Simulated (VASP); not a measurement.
# Ir (P6_3/mmc) in VASP: further runs

The runs below take Ir through single point, with LDA.

All numbers are computed with VASP 6.6.1; they aren't measurements. Logs are shortened: lines on timing, memory, paths and dates and some standing lists are left out, and cuts for length are marked.

**1. The cell of the first run**

Symmetry: P6_3/mmc, No. 194, hexagonal system. The conventional cell has a = 2.516 Å, b = 2.516 Å, c = 4.240 Å, α = 90.00°, β = 90.00°, γ = 120.00°. Within 3.3 Å of Ir (site symmetry -6m2) lie 12 Ir at 2.52 to 2.57 Å.

This isn't the form of Ir at room conditions, which is fcc.

**2. Single point, LDA**

Contents of INCAR:

```
SYSTEM = Ir
  ALGO = Normal
  EDIFF = 1E-6
  ENCUT = 500
  GGA_COMPAT = .FALSE.
  ISIF = 2
  ISMEAR = 0
  LASPH = .TRUE.
  LCHARG = .FALSE.
  LREAL = .FALSE.
  LWAVE = .FALSE.
  NBANDS = 16
  NELM = 120
  PREC = Accurate
  SIGMA = 0.15
```

Contents of KPOINTS:

```
k-points
0
G
  18 18 10
  0 0 0
```

Contents of POSCAR:

```
Ir
1.0
    2.5159000000      0.0000000000      0.0000000000
   -1.2579500000      2.1788333134      0.0000000000
    0.0000000000      0.0000000000      4.2400000000
Ir
2
Direct
    0.6666666667      0.3333333333      0.7500000000
    0.3333333333      0.6666666667      0.2500000000
```

Potentials or basis: VASP PAW LDA potentials, release 64 (Ir).

On the command line:

```sh
> cat potpaw_LDA.64/Ir/POTCAR > POTCAR
> mpirun -np 1 vasp_std > vasp.out
```

OUTCAR:

```text
SYSTEM = Ir
   EDIFF = 1E-6
   ENCUT = 500
   ISIF = 2
   ISMEAR = 0
   LASPH = .TRUE.
   LREAL = .FALSE.
   NELM = 120
   PREC = Accurate

 ion  position               nearest neighbor table
   1  0.667  0.333  0.750-   2 2.57   2 2.57   2 2.57   2 2.57   2 2.57   2 2.57
   2  0.333  0.667  0.250-   1 2.57   1 2.57   1 2.57   1 2.57   1 2.57   1 2.57

  LATTYP: Found a hexagonal cell.
 ALAT       =     2.5159000000
 C/A-ratio  =     1.6852816090

  Lattice vectors:

 A1 = (   2.5159000000,   0.0000000000,   0.0000000000)
 A2 = (  -1.2579500000,   2.1788333134,   0.0000000000)
 A3 = (   0.0000000000,   0.0000000000,   4.2400000000)

Analysis of symmetry for initial positions (statically):
=====================================================================
 Subroutine PRICEL returns:
 Original cell was already a primitive cell.

 Routine SETGRP: Setting up the symmetry group for a
 hexagonal supercell.

 Subroutine GETGRP returns: Found 24 space group operations
 (whereof 12 operations were pure point group operations)
 out of a pool of 24 trial point group operations.

The static configuration has the point symmetry D_3d.
 The point group associated with its full space group is D_6h.

Analysis of symmetry for dynamics (positions and initial velocities):
=====================================================================
 Subroutine PRICEL returns:
 Original cell was already a primitive cell.

 Routine SETGRP: Setting up the symmetry group for a
 hexagonal supercell.

 Subroutine GETGRP returns: Found 24 space group operations
 (whereof 12 operations were pure point group operations)
 out of a pool of 24 trial point group operations.

The dynamic configuration has the point symmetry D_3d.
 The point group associated with its full space group is D_6h.

 Subroutine INISYM returns: Found 24 space group operations
 (whereof 12 operations are pure point group operations),
 and found     1 'primitive' translations

----------------------------------------------------------------------------------------

                                     Primitive cell

  volume of cell :      23.2425

  direct lattice vectors                    reciprocal lattice vectors
     2.515900000  0.000000000  0.000000000     0.397472078  0.229480611  0.000000000
    -1.257950000  2.178833313  0.000000000     0.000000000  0.458961222  0.000000000
     0.000000000  0.000000000  4.240000000     0.000000000  0.000000000  0.235849057

  length of vectors
     2.515900000  2.515900000  4.240000000     0.458961222  0.458961222  0.235849057

  position of ions in fractional coordinates (direct lattice)
[... 82 lines left out ...]
   NSW    =      0    number of steps for IOM
   IBRION =     -1    ionic relax: 0-MD 1-quasi-New 2-CG
   NFREE  =      0    steps in history (QN), initial steepest desc. (CG)
   ISIF   =      2    stress and relaxation
   ISYM   =      2    0-nonsym 1-usesym 2-fastsym
   POTIM  = 0.5000    time-step for ionic-motion
   TEBEG  =    0.0;   TEEND  =   0.0 temperature during run
   PSTRESS=    0.0 pullay stress
   NELECT =      18.0000    total number of electrons
   NUPDOWN=      -1.0000    fix difference up-down
   EMIN   =  10.00;   EMAX   =-10.00  energy-range for DOS
   EFERMI =   0.00;   METHOD = LEGACY
   ISMEAR =     0;   SIGMA  =   0.15  broadening in eV -4-tet -1-fermi 0-gaus
   EFERMI_NEDOS =   21; number of points for ismear=-14 and -15
   IALGO  =     38    algorithm
   IMIX   =      4    mixing-type and parameters
     AMIX     =   0.40;   BMIX     =  1.00
     AMIX_MAG =   1.60;   BMIX_MAG =  1.00
  volume/ion in A,a.u.               =      11.62        78.42
  Fermi-wavevector in a.u.,A,eV,Ry     =   1.503389  2.840993 30.751579  2.260177
  Thomas-Fermi vector in A             =   2.614505
   LORBIT       =      0    0 simple, 1 ext, 2 COOP (PROOUT), +10 PAW based schemes
   GGA     = CA    functional components
   LHFCALC =     F    Hartree Fock is set to
   AEXX    =    0.0000 exact exchange contribution
   IVDW    =     0    specifies the selected vdW correction
   LEPSILON=     F    determine dielectric tensor
   LRPA    =     F    only Hartree local field effects (RPA)
 non-spin polarized calculation
 Gauss-broadening in eV      SIGMA  =   0.15
  energy-cutoff  :      500.00
  volume of cell :       23.24
 maximum number of plane-waves:       610
   NGX =  9   NGY =  9   NGZ = 15

 number of electron      18.0000003 magnetization

 Free energy of the ion-electron system (eV)
  ---------------------------------------------------
  ext. energy  EPLUGINS =         0.00000000
  ---------------------------------------------------
  free energy    TOTEN  =       -19.00377306 eV

  energy without entropy =      -18.98573275  energy(sigma->0) =      -18.99475290

 E-fermi :  14.2431     XC(G=0): -15.2953

 val. band max:       14.2298120519   @ k =   0.3889   0.1667   0.0000
 cond. band min:      14.2524511489   @ k =   0.3333   0.0556   0.1000
 fundamental gap:      0.0226390969
 Fermi energy:        14.2430760020

 k-point     1 :       0.0000    0.0000    0.0000
  band No.  band energies     occupation
      1       0.8057      2.00000
      2       3.6520      2.00000
      3       8.4192      2.00000
      4       9.0607      2.00000
      5       9.0607      2.00000
      6       9.8606      2.00000
[... 433 lines left out ...]
      3       5.1496      2.00000
      4       8.7481      2.00000
      5       9.2680      2.00000
      6       9.3127      2.00000
[... 8 lines left out ...]
     15      26.4296      0.00000
     16      28.5618      0.00000

 [... further k-points ...]

------------------------ aborting loop because EDIFF is reached ----------------------------------------

  FORCE on cell =-STRESS in cart. coord.  units (eV):
  Direction    XX          YY          ZZ          XY          YZ          ZX
  --------------------------------------------------------------------------------------
  -------------------------------------------------------------------------------------
  Total       18.6735980     18.6735980     14.2200270     -0.0000000      0.0000000      0.0000000
  in kB     1287.2276157   1287.2276157    980.2294911     -0.0000000      0.0000000      0.0000000
  external PRESSURE =    1184.8949075 kB  Pullay stress =       0.0000000 kB

 VOLUME and BASIS-vectors are now :
 -----------------------------------------------------------------------------
  energy-cutoff  :      500.00
  volume of cell :       23.24
      direct lattice vectors                 reciprocal lattice vectors
     2.515900000  0.000000000  0.000000000     0.397472078  0.229480611  0.000000000
    -1.257950000  2.178833313  0.000000000     0.000000000  0.458961222  0.000000000
     0.000000000  0.000000000  4.240000000     0.000000000  0.000000000  0.235849057

 POSITION                                       TOTAL-FORCE (eV/Angst)
 -----------------------------------------------------------------------------------
      1.25795      0.72628      3.18000        -0.000000      0.000000      0.000000
     -0.00000      1.45256      1.06000         0.000000      0.000000      0.000000
 -----------------------------------------------------------------------------------
    total drift:                               -0.000000      0.000000     -0.000000

  FREE ENERGIE OF THE ION-ELECTRON SYSTEM (eV)
  ---------------------------------------------------
  free  energy   TOTEN  =       -19.0037730605 eV

  energy  without entropy=      -18.9857327484  energy(sigma->0) =      -18.99475290
```

OSZICAR:

```text
N       E                     dE             d eps       ncg     rms          rms(c)
DAV:   1     0.151418248483E+03    0.15142E+03   -0.83688E+03  7104   0.114E+03
DAV:   2    -0.164479289356E+02   -0.16787E+03   -0.15284E+03  7112   0.325E+02
DAV:   3    -0.199944244442E+02   -0.35465E+01   -0.35114E+01  9752   0.579E+01
DAV:   4    -0.200362892856E+02   -0.41865E-01   -0.41858E-01  8240   0.515E+00
DAV:   5    -0.200375126038E+02   -0.12233E-02   -0.12233E-02  9976   0.913E-01    0.389E+01
DAV:   6    -0.192721715256E+02    0.76534E+00   -0.52546E-01  9280   0.998E+00    0.188E+01
DAV:   7    -0.190169667833E+02    0.25520E+00   -0.28796E-01  9352   0.702E+00    0.189E+00
DAV:   8    -0.190046432263E+02    0.12324E-01   -0.19445E-02  8848   0.177E+00    0.961E-01
DAV:   9    -0.190037702923E+02    0.87293E-03   -0.35017E-04  8512   0.185E-01    0.899E-02
DAV:  10    -0.190037738591E+02   -0.35668E-05   -0.22686E-05  9408   0.404E-02    0.130E-02
DAV:  11    -0.190037730605E+02    0.79861E-06   -0.23115E-06  8208   0.189E-02
   1 F= -.19003773E+02 E0= -.18994753E+02  d E =-.180403E-01
```

stdout:

```text
POSCAR found type information on POSCAR Ir
 POSCAR found :  1 types and       2 ions
 scaLAPACK will be used
 LDA part: xc-table for (Slater(with rela. corr.)+CA(PZ))
 , standard interpolation
 POSCAR, INCAR and KPOINTS ok, starting setup
 FFT: planning ... GRIDC
 FFT: planning ... GRID_SOFT
 FFT: planning ... GRID
 WAVECAR not read
 entering main loop
```

Wall time 52 s (1 thread of AMD EPYC 7R13, shared host); peak memory 0.15 GiB.

Results:

```
Free energy            : -19.0038 eV
Pressure               : 118.5 GPa
Band gap on the k mesh : zero (bands 9 and 10 overlap by 4.95 eV)
```

Caveat: the cell stands under pressure; spin-orbit coupling is left out, which moves the levels of the heavy elements.

**3. Single point, LDA**

This run uses another cell than the first one, of 11.82 Å³/atom.

Contents of INCAR:

```
SYSTEM = Ir
  PREC = Accurate
  ENCUT = 500
  EDIFF = 1E-6
  ISMEAR = 0
  SIGMA = 0.15
  LREAL = .FALSE.
  LASPH = .TRUE.
  NELM = 120
  ALGO = Normal
  ISIF = 2
  LWAVE = .FALSE.
  LCHARG = .TRUE.
  LELF = .TRUE.
  LVHAR = .TRUE.
  NBANDS = 16
  GGA_COMPAT = .FALSE.
```

Contents of KPOINTS:

```
regular mesh
0
G
  18 18 10
  0 0 0
```

Edit POSCAR of step 2 so:

```diff
@@ -4,3 +4,3 @@
    -1.2579500000      2.1788333134      0.0000000000
-    0.0000000000      0.0000000000      4.2400000000
+    0.0000000000      0.0000000000      4.3131000000
 Ir
```

Potentials or basis: VASP PAW LDA potentials, release 64 (Ir).

On the command line:

```sh
> cat potpaw_LDA.64/Ir/POTCAR > POTCAR
> mpirun -np 1 vasp_std > vasp.out
```

OUTCAR:

```text
SYSTEM = Ir
   PREC = Accurate
   ENCUT = 500
   EDIFF = 1E-6
   ISMEAR = 0
   LREAL = .FALSE.
   LASPH = .TRUE.
   NELM = 120
   ISIF = 2

 ion  position               nearest neighbor table
   1  0.667  0.333  0.750-   2 2.60   2 2.60   2 2.60   2 2.60   2 2.60   2 2.60
   2  0.333  0.667  0.250-   1 2.60   1 2.60   1 2.60   1 2.60   1 2.60   1 2.60

  LATTYP: Found a hexagonal cell.
 ALAT       =     2.5159000000
 C/A-ratio  =     1.7143368178

  Lattice vectors:

 A1 = (   2.5159000000,   0.0000000000,   0.0000000000)
 A2 = (  -1.2579500000,   2.1788333134,   0.0000000000)
 A3 = (   0.0000000000,   0.0000000000,   4.3131000000)

[... 642 lines left out ...]

  FORCE on cell =-STRESS in cart. coord.  units (eV):
  Direction    XX          YY          ZZ          XY          YZ          ZX
  --------------------------------------------------------------------------------------
  -------------------------------------------------------------------------------------
  Total       17.4963379     17.4963379     11.1689592     -0.0000000      0.0000000      0.0000000
  in kB     1185.6345095   1185.6345095    756.8614358     -0.0000000      0.0000000      0.0000000
  external PRESSURE =    1042.7101516 kB  Pullay stress =       0.0000000 kB

 VOLUME and BASIS-vectors are now :
 -----------------------------------------------------------------------------
  energy-cutoff  :      500.00
  volume of cell :       23.64
      direct lattice vectors                 reciprocal lattice vectors
     2.515900000  0.000000000  0.000000000     0.397472078  0.229480611  0.000000000
    -1.257950000  2.178833313  0.000000000     0.000000000  0.458961222  0.000000000
     0.000000000  0.000000000  4.313100000     0.000000000  0.000000000  0.231851800

 POSITION                                       TOTAL-FORCE (eV/Angst)
 -----------------------------------------------------------------------------------
      1.25795      0.72628      3.23483         0.000000      0.000000      0.000000
     -0.00000      1.45256      1.07828        -0.000000      0.000000      0.000000
 -----------------------------------------------------------------------------------
    total drift:                                0.000000     -0.000000     -0.000000

  FREE ENERGIE OF THE ION-ELECTRON SYSTEM (eV)
  ---------------------------------------------------
  free  energy   TOTEN  =       -19.2207824145 eV

  energy  without entropy=      -19.2014150523  energy(sigma->0) =      -19.21109873
```

Run time: 81 s. Hardware: 1 thread of AMD EPYC 7R13, shared host; peak memory 0.15 GiB.

What came out:

```
Free energy            : -19.2208 eV
Pressure               : 104.3 GPa
Band gap on the k mesh : zero (bands 9 and 10 overlap by 4.96 eV)
```

Stress tensor (GPa, compression positive):
```
118.56   0.00   0.00
  0.00 118.56   0.00
  0.00   0.00  75.69
```

Levels at points of the mesh, in eV from the Fermi level:
| k point | band 5 | band 6 | band 7 | band 8 | band 9 | band 10 | band 11 | band 12 | band 13 | band 14 |
| --- | --- | --- | --- | --- | --- | --- | --- | --- | --- | --- |
| (0.00, 0.00, 0.00) | -5.01 | -4.28 | -4.28 | -2.45 | -2.45 | -1.74 | 0.52 | 0.52 | 8.23 | 14.20 |
| (0.50, 0.00, 0.00) | -4.84 | -4.17 | -3.95 | 1.16 | 1.62 | 2.05 | 4.04 | 5.78 | 9.89 | 11.22 |
| (0.00, 0.00, 0.50) | -5.02 | -5.02 | -5.02 | -5.02 | -0.44 | -0.44 | -0.44 | -0.44 | 13.60 | 13.60 |
| (0.50, 0.00, 0.50) | -2.48 | -2.48 | -1.21 | -1.21 | 1.86 | 1.86 | 2.56 | 2.56 | 9.93 | 9.93 |

Caveat: the cell stands under pressure; spin-orbit coupling is left out, which moves the levels of the heavy elements.

**4. Single point, LDA**

This run uses another cell than the first one, of 12.02 Å³/atom.

Contents of INCAR:

```
ALGO = Normal
EDIFF = 1E-6
ENCUT = 500
GGA_COMPAT = False
ISIF = 2
ISMEAR = 0
LASPH = True
LCHARG = False
LREAL = False
LWAVE = False
NBANDS = 16
NELM = 120
PREC = Accurate
SIGMA = 0.15
```

Contents of KPOINTS:

```
k-points
0
Gamma
  18 18 10
```

Edit POSCAR of step 3 so:

```diff
@@ -4,3 +4,3 @@
    -1.2579500000      2.1788333134      0.0000000000
-    0.0000000000      0.0000000000      4.3131000000
+    0.0000000000      0.0000000000      4.3862420605
 Ir
```

On the command line:

```sh
> cat potpaw_LDA.64/Ir/POTCAR > POTCAR
> mpirun -np 1 vasp_std > vasp.out
```

Wall time 96 s (1 thread of AMD EPYC 7R13, shared host); peak memory 0.15 GiB.

It converged, with:

```
Free energy            : -19.3852 eV
Pressure               : 91.6 GPa
Band gap on the k mesh : zero (bands 9 and 10 overlap by 4.90 eV)
```

Stress tensor (GPa, compression positive):
```
109.57   0.00   0.00
  0.00 109.57   0.00
  0.00   0.00  55.78
```

Levels at points of the mesh, in eV from the Fermi level:
```tsv
k point	band 7	band 8	band 9	band 10	band 11	band 12
(0.00, 0.00, 0.00)	-4.19	-2.16	-2.16	-1.85	0.57	0.57
(0.50, 0.00, 0.00)	-3.76	1.07	1.76	2.13	4.00	5.73
(0.00, 0.00, 0.50)	-4.82	-4.82	-0.36	-0.36	-0.36	-0.36
(0.50, 0.00, 0.50)	-1.13	-1.13	1.97	1.97	2.52	2.52
```

Caveat: the cell stands under pressure; spin-orbit coupling is left out, which moves the levels of the heavy elements.

**5. Single point, LDA**

This run uses another cell than the first one, of 12.22 Å³/atom.

Contents of INCAR:

```
PREC = Accurate ; ENCUT = 500
EDIFF = 1E-6 ; ISMEAR = 0
SIGMA = 0.15 ; LREAL = False
LASPH = True ; NELM = 120
ALGO = Normal ; ISIF = 2
LWAVE = False ; LCHARG = False
GGA = CA ; NBANDS = 16
GGA_COMPAT = False
```

Contents of KPOINTS:

```
regular mesh
0
Gamma
  18 18 10
```

Edit POSCAR of step 4 so:

```diff
@@ -4,3 +4,3 @@
    -1.2579500000      2.1788333134      0.0000000000
-    0.0000000000      0.0000000000      4.3862420605
+    0.0000000000      0.0000000000      4.4593000000
 Ir
```

On the command line:

```sh
> cat potpaw_LDA.64/Ir/POTCAR > POTCAR
> mpirun -np 1 vasp_std > vasp.out
```

Run time: 1.9 min. Hardware: 1 thread of AMD EPYC 7R13, shared host; peak memory 0.15 GiB.

The run converged. Its results:

- Free energy: -19.5023 eV
- Pressure: 80.5 GPa
- Band gap on the k mesh: zero (bands 9 and 10 overlap by 4.72 eV)

Stress tensor (GPa, compression positive):
```
101.70   0.00   0.00
  0.00 101.70   0.00
  0.00   0.00  38.01
```

Levels at points of the mesh, in eV from the Fermi level:
```csv
k point,band 5,band 6,band 7,band 8,band 9,band 10,band 11,band 12,band 13,band 14
"(0.00, 0.00, 0.00)",-4.69,-4.10,-4.10,-1.94,-1.90,-1.90,0.62,0.62,7.41,14.58
"(0.50, 0.00, 0.00)",-4.19,-4.08,-3.57,0.98,1.88,2.21,3.96,5.68,9.84,10.54
"(0.00, 0.00, 0.50)",-4.65,-4.65,-4.65,-4.65,-0.28,-0.28,-0.28,-0.28,13.43,13.43
"(0.50, 0.00, 0.50)",-2.11,-2.11,-1.07,-1.07,2.06,2.06,2.47,2.47,9.83,9.83
```

Caveat: the cell stands under pressure; spin-orbit coupling is left out, which moves the levels of the heavy elements.

**6. Summary**

| cell | gap on the mesh (eV) | pressure (GPa) |
| --- | --- | --- |
| a = 2.516, b = 2.516, c = 4.240 Å, angles 90.0, 90.0, 120.0°, 2 atoms | none | 118.5 |
| a = 2.516, b = 2.516, c = 4.313 Å, angles 90.0, 90.0, 120.0°, 2 atoms | none | 104.3 |
| a = 2.516, b = 2.516, c = 4.386 Å, angles 90.0, 90.0, 120.0°, 2 atoms | none | 91.6 |
| a = 2.516, b = 2.516, c = 4.459 Å, angles 90.0, 90.0, 120.0°, 2 atoms | none | 80.5 |

Alike in all rows: task single point; level LDA; potentials or basis VASP PAW LDA potentials, release 64 (Ir); no spin polarisation; k mesh 18 × 18 × 10; cutoff (eV) 500; smearing gaussian 0.15 eV.

Caveats: the cell stands under pressure; spin-orbit coupling is left out, which moves the levels of the heavy elements.

Total energies depend on the potentials used, so only differences within one code and one set of settings carry meaning.
